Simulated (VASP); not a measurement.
# SnO2 (P4_2/mnm) in VASP: dielectric tensor with r2SCAN

Aim: the dielectric tensor of SnO2 with r2SCAN.

All numbers are computed with VASP 6.6.1; they aren't measurements. Logs are shortened: lines on timing, memory, paths and dates and some standing lists are left out, and cuts for length are marked.

**1. The cell of the first run**

Symmetry: P4_2/mnm, No. 136, tetragonal system. Conventional cell: a = 4.761 Å, b = 4.761 Å, c = 3.072 Å, α = 90.00°, β = 90.00°, γ = 90.00°. Sn (site symmetry mmm) has 6 O at 2.03 to 2.05 Å within 2.7 Å. O (site symmetry m2m) has 3 Sn at 2.03 to 2.05 Å and 1 O at 2.64 Å within 2.7 Å.

**2. Dielectric tensor, r2SCAN (uniaxial z strain -4.0%)**

The input, INCAR:

```
SYSTEM = SnO2
ALGO     = Normal         ! electronic algorithm
EDIFF    = 1E-8           ! SCF threshold, eV
ENCUT    = 520            ! plane-wave cutoff, eV
ISIF     = 2              ! what is computed and relaxed
ISMEAR   = 0              ! smearing method
LASPH    = .True.         ! aspherical terms in the spheres
LCALCEPS = .True.       
LCHARG   = .False.        ! write CHGCAR
LMIXTAU  = .True.       
LREAL    = .False.        ! projectors in reciprocal space
LWAVE    = .False.        ! write WAVECAR
METAGGA  = R2SCAN         ! meta-GGA
NELM     = 100            ! most SCF steps
PREC     = Accurate       ! precision mode
SIGMA    = 0.01           ! smearing width, eV
```

The input, KPOINTS:

```
k-points
0
Gamma
  4 4 6
  0 0 0
```

The input, POSCAR:

```
SnO2
1.0
    4.7605737245      0.0000000000      0.0000000000
    0.0000000000      4.7605737245      0.0000000000
    0.0000000000      0.0000000000      3.0720770602
Sn O
2 4
Direct
    0.0000000000      0.0000000000      0.0000000000
    0.5000000000      0.5000000000      0.5000000000
    0.3037547617      0.3037547617      0.0000000000
    0.1962452383      0.8037547617      0.5000000000
    0.8037547617      0.1962452383      0.5000000000
    0.6962452383      0.6962452383      0.0000000000
```

Potentials or basis: VASP PAW PBE potentials, release 64 (Sn_d, O).

Run with:

```
$ cat potpaw_PBE.64/Sn_d/POTCAR potpaw_PBE.64/O/POTCAR > POTCAR
$ mpirun -np 1 vasp_std > vasp.out
```

OUTCAR:

```text
SYSTEM = SnO2
   EDIFF = 1E-8
   ENCUT = 520
   ISIF = 2
   ISMEAR = 0
   LASPH = .True.
   LREAL = .False.
   METAGGA = R2SCAN
   NELM = 100
   PREC = Accurate

 ion  position               nearest neighbor table
   1  0.000  0.000  0.000-   4 2.03   5 2.03   4 2.03   5 2.03   3 2.05   6 2.05   2 3.70   2 3.70
                             2 3.70   2 3.70   2 3.70   2 3.70   2 3.70   2 3.70
   2  0.500  0.500  0.500-   3 2.03   6 2.03   3 2.03   6 2.03   5 2.05   4 2.05   1 3.70   1 3.70
                             1 3.70   1 3.70   1 3.70   1 3.70   1 3.70   1 3.70
   3  0.304  0.304  0.000-   2 2.03   2 2.03   1 2.05
   4  0.196  0.804  0.500-   1 2.03   1 2.03   2 2.05
   5  0.804  0.196  0.500-   1 2.03   1 2.03   2 2.05
   6  0.696  0.696  0.000-   2 2.03   2 2.03   1 2.05

  LATTYP: Found a simple tetragonal cell.
 ALAT       =     4.7605737245
 C/A-ratio  =     0.6453165601

  Lattice vectors:

 A1 = (   4.7605737245,   0.0000000000,   0.0000000000)
 A2 = (   0.0000000000,   4.7605737245,   0.0000000000)
 A3 = (   0.0000000000,   0.0000000000,   3.0720770602)

Analysis of symmetry for initial positions (statically):
=====================================================================
 Subroutine PRICEL returns:
 Original cell was already a primitive cell.

 Routine SETGRP: Setting up the symmetry group for a
 simple tetragonal supercell.

 Subroutine GETGRP returns: Found 16 space group operations
 (whereof  8 operations were pure point group operations)
 out of a pool of 16 trial point group operations.

The static configuration has the point symmetry D_2h.
 The point group associated with its full space group is D_4h.

Analysis of symmetry for dynamics (positions and initial velocities):
=====================================================================
 Subroutine PRICEL returns:
 Original cell was already a primitive cell.

 Routine SETGRP: Setting up the symmetry group for a
 simple tetragonal supercell.

 Subroutine GETGRP returns: Found 16 space group operations
 (whereof  8 operations were pure point group operations)
 out of a pool of 16 trial point group operations.

The dynamic configuration has the point symmetry D_2h.
 The point group associated with its full space group is D_4h.

 Subroutine INISYM returns: Found 16 space group operations
[... 159 lines left out ...]
 Fermi energy:         6.1011863383

 k-point     1 :       0.0000    0.0000    0.0000
  band No.  band energies     occupation
      1     -15.8442      2.00000
      2     -14.9243      2.00000
      3     -14.4008      2.00000
      4     -14.4008      2.00000
      5     -14.3884      2.00000
      6     -14.3034      2.00000
[... 805 lines left out ...]
     30   10000.0000      0.00000
     31   10000.0000      0.00000

------------------------ aborting loop because EDIFF is reached ----------------------------------------

            Ionic dipole moment: p[ion]=(   -33.32402   -33.32402   -39.93700 ) |e| Angst

 Total electronic dipole moment: p[elc]=(     4.76057     4.76057    -3.06077 ) |e| Angst

 MACROSCOPIC STATIC DIELECTRIC TENSOR (including local field effects)
 ------------------------------------------------------
           3.693640    -0.000000     0.000000
           0.000000     3.693640     0.000000
           0.000000     0.000000     3.937683
 ------------------------------------------------------

 PIEZOELECTRIC TENSOR (including local field effects) (e Angst)
          XX          YY          ZZ          XY          YZ          ZX
  --------------------------------------------------------------------------------
  x     0.00000     0.00000     0.00000     0.00000     0.00000     0.00000
  y     0.00000     0.00000     0.00000     0.00000     0.00000     0.00000
  z     0.00000     0.00000     0.00000     0.00000     0.00000     0.00000

 PIEZOELECTRIC TENSOR (including local field effects) (C/m^2)
          XX          YY          ZZ          XY          YZ          ZX
  --------------------------------------------------------------------------------
  x     0.00000     0.00000     0.00000     0.00000     0.00000     0.00000
  y     0.00000     0.00000     0.00000     0.00000     0.00000     0.00000
  z     0.00000     0.00000     0.00000     0.00000     0.00000     0.00000

 BORN EFFECTIVE CHARGES (including local field effects) (in |e|, cummulative output)
 ---------------------------------------------------------------------------------
 ion    1
    1     4.07822     0.43072     0.00000
    2     0.43072     4.07822     0.00000
    3     0.00000     0.00000     4.31783
 ion    2
    1     4.07822    -0.43072     0.00000
    2    -0.43072     4.07822     0.00000
    3     0.00000     0.00000     4.31783
 ion    3
    1    -2.03911    -0.66115     0.00000
    2    -0.66115    -2.03911     0.00000
    3     0.00000     0.00000    -2.15891
 ion    4
    1    -2.03911     0.66115     0.00000
    2     0.66115    -2.03911     0.00000
    3     0.00000     0.00000    -2.15891
 ion    5
    1    -2.03911     0.66115     0.00000
    2     0.66115    -2.03911     0.00000
    3     0.00000     0.00000    -2.15891
 ion    6
    1    -2.03911    -0.66115     0.00000
    2    -0.66115    -2.03911     0.00000
    3     0.00000     0.00000    -2.15891

  FORCE on cell =-STRESS in cart. coord.  units (eV):
  Direction    XX          YY          ZZ          XY          YZ          ZX
  --------------------------------------------------------------------------------------
  -------------------------------------------------------------------------------------
  Total        3.3965954      3.3965954      9.4290125      0.0000000      0.0000000      0.0000000
  in kB       78.1634469     78.1634469    216.9831943      0.0000000      0.0000000      0.0000000
  external PRESSURE =     124.4366960 kB  Pullay stress =       0.0000000 kB

 VOLUME and BASIS-vectors are now :
 -----------------------------------------------------------------------------
  energy-cutoff  :      520.00
  volume of cell :       69.62
      direct lattice vectors                 reciprocal lattice vectors
     4.760573725  0.000000000  0.000000000     0.210058715  0.000000000  0.000000000
     0.000000000  4.760573725  0.000000000     0.000000000  0.210058715  0.000000000
     0.000000000  0.000000000  3.072077060     0.000000000  0.000000000  0.325512668

 POSITION                                       TOTAL-FORCE (eV/Angst)
 -----------------------------------------------------------------------------------
      0.00000      0.00000      0.00000         0.000000     -0.000000      0.000000
      2.38029      2.38029      1.53604         0.000000     -0.000000      0.000000
      1.44605      1.44605      0.00000        -0.035229     -0.035229     -0.000000
      0.93424      3.82633      1.53604         0.035229     -0.035229     -0.000000
      3.82633      0.93424      1.53604        -0.035229      0.035229      0.000000
      3.31453      3.31453      0.00000         0.035229      0.035229      0.000000
 -----------------------------------------------------------------------------------
    total drift:                                0.000000      0.000000      0.000000

  FREE ENERGIE OF THE ION-ELECTRON SYSTEM (eV)
  ---------------------------------------------------
  free  energy   TOTEN  =       -84.3918488305 eV

  energy  without entropy=      -84.3918488305  energy(sigma->0) =      -84.39184883
```

It took 69 min on 1 thread of Oxide Virtual Turin-like, shared host; peak memory 0.39 GiB.

What came out:

| Item | Value |
| --- | --- |
| Band gap on the k mesh | 2.36 eV |
| Electronic dielectric tensor (diagonal) | 3.69, 3.69, 3.94 |
| Born charges (mean of the diagonal) | Sn +4.16; O -2.08 e |

Levels at points of the mesh, in eV from the valence-band top:
| k point | band 23 | band 24 | band 25 | band 26 | band 27 | band 28 | band 29 | band 30 |
| --- | --- | --- | --- | --- | --- | --- | --- | --- |
| (0.00, 0.00, 0.00) | -1.10 | -0.88 | -0.88 | 0.00 | 2.36 | 7.58 | 7.58 | 7.72 |
| (0.50, 0.00, 0.00) | -1.07 | -1.07 | -0.69 | -0.69 | 5.51 | 5.51 | 8.43 | 8.43 |
| (0.50, 0.50, 0.00) | -1.17 | -1.17 | -1.06 | -1.06 | 6.11 | 6.11 | 8.78 | 8.78 |
| (0.00, 0.00, 0.50) | -1.77 | -1.77 | -1.33 | -1.33 | 7.39 | 7.39 | 10.67 | 10.67 |
| (0.50, 0.00, 0.50) | -1.22 | -1.22 | -0.75 | -0.75 | 7.62 | 7.62 | 8.94 | 8.94 |
| (0.50, 0.50, 0.50) | -1.02 | -1.02 | -0.97 | -0.97 | 5.79 | 5.79 | 9.91 | 9.91 |

Electronic dielectric tensor:
```
3.69 0.00 0.00
0.00 3.69 0.00
0.00 0.00 3.94
```

Born effective charge tensors (e):
atom 1, Sn
```
4.08 0.43 0.00
0.43 4.08 0.00
0.00 0.00 4.32
```
atom 2, Sn
```
 4.08 -0.43  0.00
-0.43  4.08  0.00
 0.00  0.00  4.32
```
atom 3, O
```
-2.04 -0.66  0.00
-0.66 -2.04  0.00
 0.00  0.00 -2.16
```
atom 4, O
```
-2.04  0.66  0.00
 0.66 -2.04  0.00
 0.00  0.00 -2.16
```
atom 5, O
```
-2.04  0.66  0.00
 0.66 -2.04  0.00
 0.00  0.00 -2.16
```
atom 6, O
```
-2.04 -0.66  0.00
-0.66 -2.04  0.00
 0.00  0.00 -2.16
```

Dipole moments of the cell (e·Å, modulo the quantum): ionic -33.324, -33.324, -39.937; electronic 4.761, 4.761, -3.061

Caveat: the cell differs from its parent crystal (uniaxial z strain -4.0%); the PAW data sets were made with another functional, which shifts forces and pressure a little; spin-orbit coupling is left out, which moves the levels of the heavy elements.
